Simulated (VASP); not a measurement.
# CsTiCl3 (P6_3/mmc) in VASP: single point with LDA

Aim: the single point of CsTiCl3 with LDA.

Everything below comes from runs of VASP 6.6.1. Logs are shortened: lines on timing, memory, paths and dates and some standing lists are left out, and cuts for length are marked.

## Step 1: The cell of the first run

The structure is hexagonal, space group P6_3/mmc (No. 194). Conventional cell: a = 7.195 Å, b = 7.195 Å, c = 5.335 Å, α = 90.00°, β = 90.00°, γ = 120.00°. Cs (site symmetry -6m2) has 12 Cl at 3.40 to 3.60 Å and 6 Ti at 4.36 Å within 4.5 Å. Ti (site symmetry -3m) has 6 Cl at 2.45 Å and 2 Ti at 2.67 Å within 3.2 Å. Within 3.2 Å of Cl (site symmetry mm2) lie 2 Ti at 2.45 Å.

## Step 2: Single point, LDA

File INCAR:

```
SYSTEM = CsTiCl3
PREC = Accurate
ENCUT = 500
EDIFF = 1E-6
ISMEAR = 1
SIGMA = 0.05
LREAL = .False.
LASPH = .True.
NELM = 120
ALGO = Normal
ISIF = 2
LWAVE = .False.
LCHARG = .False.
NBANDS = 53
GGA_COMPAT = .False.
```

File KPOINTS:

```
Automatic mesh
0
Gamma
  5 5 5
  0 0 0
```

File POSCAR:

```
CsTiCl3
1.0
    7.1949313628      0.0000000000      0.0000000000
   -3.5974656814      6.2309933387      0.0000000000
    0.0000000000      0.0000000000      5.3354019600
Cs Ti Cl
2 2 6
Direct
    0.6666666667      0.3333333333      0.2500000000
    0.3333333333      0.6666666667      0.7500000000
    0.0000000000      0.0000000000      0.5000000000
    0.0000000000      0.0000000000      0.0000000000
    0.8353290218      0.6706580436      0.7500000000
    0.1646709782      0.8353290218      0.2500000000
    0.6706580436      0.8353290218      0.2500000000
    0.3293419564      0.1646709782      0.7500000000
    0.1646709782      0.3293419564      0.2500000000
    0.8353290218      0.1646709782      0.7500000000
```

Potentials or basis: VASP PAW LDA potentials, release 64 (Cs_sv, Ti_sv, Cl).

Run with:

```console
> cat potpaw_LDA.64/Cs_sv/POTCAR potpaw_LDA.64/Ti_sv/POTCAR potpaw_LDA.64/Cl/POTCAR > POTCAR
> mpirun -np 1 vasp_std > vasp.out
```

OUTCAR:

```text
SYSTEM = CsTiCl3
   PREC = Accurate
   ENCUT = 500
   EDIFF = 1E-6
   ISMEAR = 1
   LREAL = .False.
   LASPH = .True.
   NELM = 120
   ISIF = 2

 ion  position               nearest neighbor table
   1  0.667  0.333  0.250-
   2  0.333  0.667  0.750-
   3  0.000  0.000  0.500-   6 2.45   7 2.45   8 2.45  10 2.45   9 2.45   5 2.45   4 2.67   4 2.67

   4  0.000  0.000  0.000-   6 2.45   7 2.45   8 2.45  10 2.45   9 2.45   5 2.45   3 2.67   3 2.67

   5  0.835  0.671  0.750-   3 2.45   4 2.45
   6  0.165  0.835  0.250-   3 2.45   4 2.45
   7  0.671  0.835  0.250-   3 2.45   4 2.45
   8  0.329  0.165  0.750-   3 2.45   4 2.45
   9  0.165  0.329  0.250-   3 2.45   4 2.45
  10  0.835  0.165  0.750-   3 2.45   4 2.45

  LATTYP: Found a hexagonal cell.
 ALAT       =     7.1949313628
 C/A-ratio  =     0.7415500845

  Lattice vectors:

 A1 = (   7.1949313628,   0.0000000000,   0.0000000000)
 A2 = (  -3.5974656814,   6.2309933387,   0.0000000000)
 A3 = (   0.0000000000,   0.0000000000,   5.3354019600)

Analysis of symmetry for initial positions (statically):
=====================================================================
 Subroutine PRICEL returns:
 Original cell was already a primitive cell.

 Routine SETGRP: Setting up the symmetry group for a
 hexagonal supercell.

 Subroutine GETGRP returns: Found 24 space group operations
 (whereof 12 operations were pure point group operations)
 out of a pool of 24 trial point group operations.

The static configuration has the point symmetry D_3d.
 The point group associated with its full space group is D_6h.

Analysis of symmetry for dynamics (positions and initial velocities):
=====================================================================
 Subroutine PRICEL returns:
 Original cell was already a primitive cell.

 Routine SETGRP: Setting up the symmetry group for a
 hexagonal supercell.

 Subroutine GETGRP returns: Found 24 space group operations
 (whereof 12 operations were pure point group operations)
 out of a pool of 24 trial point group operations.

The dynamic configuration has the point symmetry D_3d.
 The point group associated with its full space group is D_6h.

 Subroutine INISYM returns: Found 24 space group operations
 (whereof 12 operations are pure point group operations),
 and found     1 'primitive' translations

----------------------------------------------------------------------------------------

                                     Primitive cell

  volume of cell :     239.1944

  direct lattice vectors                    reciprocal lattice vectors
     7.194931363  0.000000000  0.000000000     0.138986732  0.080244027  0.000000000
    -3.597465681  6.230993339  0.000000000     0.000000000  0.160488055  0.000000000
     0.000000000  0.000000000  5.335401960     0.000000000  0.000000000  0.187427303

  length of vectors
     7.194931363  7.194931363  5.335401960     0.160488055  0.160488055  0.187427303

  position of ions in fractional coordinates (direct lattice)
     0.666666667  0.333333333  0.250000000
     0.333333333  0.666666667  0.750000000
     0.000000000  0.000000000  0.500000000
     0.000000000  0.000000000  0.000000000
     0.835329022  0.670658044  0.750000000
     0.164670978  0.835329022  0.250000000
     0.670658044  0.835329022  0.250000000
     0.329341956  0.164670978  0.750000000
     0.164670978  0.329341956  0.250000000
     0.835329022  0.164670978  0.750000000

  ion indices of the primitive-cell ions
   primitive index   ion index
                 1           1
                 2           2
                 3           3
                 4           4
                 5           5
                 6           6
                 7           7
                 8           8
                 9           9
                10          10

----------------------------------------------------------------------------------------

 KPOINTS: Automatic mesh

Automatic generation of k-mesh.
 Grid dimensions read from file:
 generate k-points for:    5    5    5

 Generating k-lattice:

  Cartesian coordinates                     Fractional coordinates (reciprocal lattice)
     0.027797346  0.016048805  0.000000000     0.200000000  0.000000000  0.000000000
     0.000000000  0.032097611  0.000000000     0.000000000  0.200000000  0.000000000
     0.000000000  0.000000000  0.037485461     0.000000000  0.000000000  0.200000000

  Length of vectors
     0.032097611  0.032097611  0.037485461

  Shift w.r.t. Gamma in fractional coordinates (k-lattice)
     0.000000000  0.000000000  0.000000000

 Subroutine IBZKPT returns following result:
 ===========================================

 Found     15 irreducible k-points:

 Following reciprocal coordinates:
            Coordinates               Weight
  0.000000  0.000000  0.000000      1.000000
  0.200000  0.000000  0.000000      6.000000
  0.400000  0.000000  0.000000      6.000000
  0.200000  0.200000  0.000000      6.000000
  0.400000  0.200000  0.000000      6.000000
  0.000000  0.000000  0.200000      2.000000
  0.200000  0.000000  0.200000     12.000000
  0.400000  0.000000  0.200000     12.000000
  0.200000  0.200000  0.200000     12.000000
  0.400000  0.200000  0.200000     12.000000
  0.000000  0.000000  0.400000      2.000000
  0.200000  0.000000  0.400000     12.000000
  0.400000  0.000000  0.400000     12.000000
  0.200000  0.200000  0.400000     12.000000
  0.400000  0.200000  0.400000     12.000000
   k-points           NKPTS =     15   k-points in BZ     NKDIM =     15   number of bands    NBANDS=     53
   number of dos      NEDOS =    301   number of ions     NIONS =     10
   total plane-waves  NPLWV = 116640
   dimension x,y,z NGX =    54 NGY =   54 NGZ =   40
   dimension x,y,z NGXF=   108 NGYF=  108 NGZF=   80
   ions per type =               2   2   6
   NGX,Y,Z   is equivalent  to a cutoff of  12.48, 12.48, 12.46 a.u.
   NGXF,Y,Z  is equivalent  to a cutoff of  24.95, 24.95, 24.93 a.u.
 SYSTEM =  CsTiCl3
   PREC   = accura    normal or accurate (medium, high low for compatibility)
   ISTART =      0    job   : 0-new  1-cont  2-samecut
   ICHARG =      2    charge: 1-file 2-atom 10-const
   ISPIN  =      1    spin polarized calculation?
   LNONCOLLINEAR =      F non collinear calculations
   LSORBIT =      F    spin-orbit coupling
   LASPH  =      T    aspherical Exc in radial PAW
   ENCUT  =  500.0 eV  36.75 Ry    6.06 a.u.  13.12 13.12  9.73*2*pi/ulx,y,z
   NELM   =    120;   NELMIN=  2; NELMDL= -5     # of ELM steps
   EDIFF  = 0.1E-05   stopping-criterion for ELM
   LREAL  =      F    real-space projection
   EDIFFG = 0.1E-04   stopping-criterion for IOM
   NSW    =      0    number of steps for IOM
   IBRION =     -1    ionic relax: 0-MD 1-quasi-New 2-CG
   NFREE  =      0    steps in history (QN), initial steepest desc. (CG)
   ISIF   =      2    stress and relaxation
   ISYM   =      2    0-nonsym 1-usesym 2-fastsym
   POTIM  = 0.5000    time-step for ionic-motion
   TEBEG  =    0.0;   TEEND  =   0.0 temperature during run
   PSTRESS=    0.0 pullay stress
   NELECT =      84.0000    total number of electrons
   NUPDOWN=      -1.0000    fix difference up-down
   EMIN   =  10.00;   EMAX   =-10.00  energy-range for DOS
   EFERMI =   0.00;   METHOD = LEGACY
   ISMEAR =     1;   SIGMA  =   0.05  broadening in eV -4-tet -1-fermi 0-gaus
   EFERMI_NEDOS =   21; number of points for ismear=-14 and -15
   IALGO  =     38    algorithm
   IMIX   =      4    mixing-type and parameters
     AMIX     =   0.40;   BMIX     =  1.00
     AMIX_MAG =   1.60;   BMIX_MAG =  1.00
  volume/ion in A,a.u.               =      23.92       161.42
  Fermi-wavevector in a.u.,A,eV,Ry     =   1.155006  2.182645 18.150700  1.334039
  Thomas-Fermi vector in A             =   2.291638
   LORBIT       =      0    0 simple, 1 ext, 2 COOP (PROOUT), +10 PAW based schemes
   GGA     = CA    functional components
   LHFCALC =     F    Hartree Fock is set to
   AEXX    =    0.0000 exact exchange contribution
   IVDW    =     0    specifies the selected vdW correction
   LEPSILON=     F    determine dielectric tensor
   LRPA    =     F    only Hartree local field effects (RPA)
 non-spin polarized calculation
 Methfessel and Paxton  Order N= 1 SIGMA  =   0.05
  energy-cutoff  :      500.00
  volume of cell :      239.19
 maximum number of plane-waves:      6097
 NGX is ok and might be reduce to    54
   NGX = 27   NGY = 27   NGZ = 19

 number of electron      83.9999989 magnetization

 Free energy of the ion-electron system (eV)
  ---------------------------------------------------
  ext. energy  EPLUGINS =         0.00000000
  ---------------------------------------------------
  free energy    TOTEN  =       -50.35554626 eV

  energy without entropy =      -50.35387393  energy(sigma->0) =      -50.35498881

 E-fermi :   5.2972     XC(G=0):  -9.7258

 val. band max:        5.2942119360   @ k =   0.2000   0.0000   0.4000
 cond. band min:       5.2999602449   @ k =   0.4000   0.2000   0.0000
 fundamental gap:      0.0057483089
 Fermi energy:         5.2972242142

 k-point     1 :       0.0000    0.0000    0.0000
  band No.  band energies     occupation
      1     -51.7238      2.00000
      2     -51.6075      2.00000
      3     -28.6084      2.00000
      4     -28.5527      2.00000
      5     -28.5527      2.00000
      6     -28.4300      2.00000
[... 45 lines left out ...]
     52       8.0128      0.00000
     53       8.8284      0.00000

 k-point     2 :       0.2000    0.0000    0.0000
  band No.  band energies     occupation
      1     -51.7238      2.00000
      2     -51.6075      2.00000
      3     -28.6084      2.00000
      4     -28.5527      2.00000
      5     -28.5527      2.00000
      6     -28.4300      2.00000
[... 45 lines left out ...]
     52       8.4844      0.00000
     53       8.9546      0.00000
[... 670 lines left out ...]
     52       8.8413      0.00000
     53       9.0782      0.00000

 k-point    15 :       0.4000    0.2000    0.4000
  band No.  band energies     occupation
      1     -51.6840      2.00000
      2     -51.6481      2.00000
      3     -28.5107      2.00000
      4     -28.5107      2.00000
      5     -28.4728      2.00000
      6     -28.4728      2.00000
[... 45 lines left out ...]
     52       9.3279      0.00000
     53       9.4360      0.00000

------------------------ aborting loop because EDIFF is reached ----------------------------------------

  FORCE on cell =-STRESS in cart. coord.  units (eV):
  Direction    XX          YY          ZZ          XY          YZ          ZX
  --------------------------------------------------------------------------------------
  -------------------------------------------------------------------------------------
  Total        0.1361006      0.1361006      0.1689212      0.0000000      0.0000000      0.0000000
  in kB        0.9116320      0.9116320      1.1314718      0.0000000      0.0000000      0.0000000
  external PRESSURE =       0.9849120 kB  Pullay stress =       0.0000000 kB

 VOLUME and BASIS-vectors are now :
 -----------------------------------------------------------------------------
  energy-cutoff  :      500.00
  volume of cell :      239.19
      direct lattice vectors                 reciprocal lattice vectors
     7.194931363  0.000000000  0.000000000     0.138986732  0.080244027  0.000000000
    -3.597465681  6.230993339  0.000000000     0.000000000  0.160488055  0.000000000
     0.000000000  0.000000000  5.335401960     0.000000000  0.000000000  0.187427303

 POSITION                                       TOTAL-FORCE (eV/Angst)
 -----------------------------------------------------------------------------------
      3.59747      2.07700      1.33385         0.000000     -0.000000      0.000000
     -0.00000      4.15400      4.00155         0.000000     -0.000000      0.000000
      0.00000      0.00000      2.66770         0.000000     -0.000000      0.000000
      0.00000      0.00000      0.00000         0.000000     -0.000000      0.000000
      3.59747      4.17887      4.00155         0.000000     -0.020958     -0.000000
     -1.82027      5.20493      1.33385         0.018151     -0.010479      0.000000
      1.82027      5.20493      1.33385        -0.018151     -0.010479      0.000000
      1.77719      1.02606      4.00155         0.018151      0.010479      0.000000
      0.00000      2.05213      1.33385         0.000000      0.020958      0.000000
      5.41774      1.02606      4.00155        -0.018151      0.010479      0.000000
 -----------------------------------------------------------------------------------
    total drift:                               -0.000001      0.000000     -0.000000

  FREE ENERGIE OF THE ION-ELECTRON SYSTEM (eV)
  ---------------------------------------------------
  free  energy   TOTEN  =       -50.3555462553 eV

  energy  without entropy=      -50.3538739264  energy(sigma->0) =      -50.35498881
```

Run time: 2.4 min. Hardware: 1 thread of Intel Xeon Platinum 8488C (Sapphire Rapids), shared host; peak memory 0.35 GiB.

Results:

```yaml
Free_energy: -50.3555 eV
Pressure: 0.1 GPa
Largest_force: 0.021 eV/Å
Band_gap_on_the_k_mesh: zero (band 42 reaches 5.37 eV, above the bottom of band 43 at 4.86 eV)
```

Forces in eV/Å, atoms in the order of the input:
```
Cs   0.000  0.000  0.000
Cs   0.000  0.000  0.000
Ti   0.000  0.000  0.000
Ti   0.000  0.000  0.000
Cl   0.000 -0.021  0.000
Cl   0.018 -0.010  0.000
Cl  -0.018 -0.010  0.000
Cl   0.018  0.010  0.000
Cl   0.000  0.021  0.000
Cl  -0.018  0.010  0.000
```

Caveat: spin-orbit coupling is left out, which moves the levels of the heavy elements; semilocal functionals often make such compounds metallic where correlation or magnetic order opens a gap, which also shifts bond lengths.
